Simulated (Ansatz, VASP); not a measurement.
# B: VASP beside Ansatz

```
CELL_PARAMETERS angstrom
0.00000 1.48534 1.48534
1.48534 0.00000 1.48534
1.48534 1.48534 0.00000
ATOMIC_POSITIONS crystal
B 0.00000 0.00000 0.00000
```

Alike in both runs: task relaxation of cell and atoms; functional revPBE; k mesh 18 × 18 × 18; occupations fermi-dirac, width 0.1 eV; no spin polarisation.

|  | VASP | Ansatz |
| --- | --- | --- |
| version | VASP 6.6.1 | Ansatz 0.2.0 |
| potentials or method | VASP PAW PBE potentials, release 64 (B), cutoff 600 eV | plane waves (420 eV) with PAW, scalar-relativistic |
| valence electrons in the cell | 3 | 3 |

```csv
,VASP,Ansatz,Ansatz less VASP
relaxed volume (Å³/atom),5.96,5.96,+0.006
relaxed cell length with the largest relative difference (Å),2.035,2.035,+0.0006
```

VASP's potentials were made for PBE, not for revPBE.
